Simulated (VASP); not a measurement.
Write the native input for VASP 6.6.1 that does the following.

- Task: single point
- Functional: PBE
- Potentials or basis: VASP PAW PBE potentials, release 64 (Bi_d)
- Cutoff: 520 eV
- k mesh: 4 × 4 × 4
- Occupations: gaussian, width 0.1 eV
- Spin: no spin polarisation
- Dipole correction: no
- Further INCAR settings: ALGO = Normal; EDIFF = 1e-07; NBANDS = 38

The structure of Bi lies in POSCAR:

```
Bi
1.0
    4.9220130249      0.0000000000      0.0000000000
    0.0000000000      4.5761980768      0.0000000000
   -2.4089441686      0.0000000000      6.3449602878
Bi
4
Direct
    0.3142453798      0.9095329556      0.5389965667
    0.1477532473      0.3978435730      0.9220811739
    0.6857546202      0.4095329556      0.4610034333
    0.8522467527      0.8978435730      0.0779188261
```

One way to write it, as run:

INCAR

```
PREC = Accurate
ENCUT = 520
EDIFF = 1E-7
ISMEAR = 0
SIGMA = 0.1
LREAL = F
LASPH = T
NELM = 100
ALGO = Normal
ISIF = 2
LWAVE = F
LCHARG = F
GGA = PE
NBANDS = 38
```

KPOINTS

```
Automatic mesh
0
Gamma
  4 4 4
```

Potentials or basis: VASP PAW PBE potentials, release 64 (Bi_d).

The run is started by

```bash
$ cat potpaw_PBE.64/Bi_d/POTCAR > POTCAR
$ mpirun -np 1 vasp_std > vasp.out
```

It gave:

```
Pressure               : 0.0 GPa
Largest force          : 0.015 eV/Å
Band gap on the k mesh : zero (band 30 reaches 6.61 eV, above the bottom of band 31 at 5.97 eV)
```

Caveat: spin-orbit coupling is left out, which moves the levels of the heavy elements.

Wall time 2.4 min on 1 thread of AMD EPYC 7R43 64-Core Processor (Zen 3), on a shared host, peak memory 0.26 GiB.
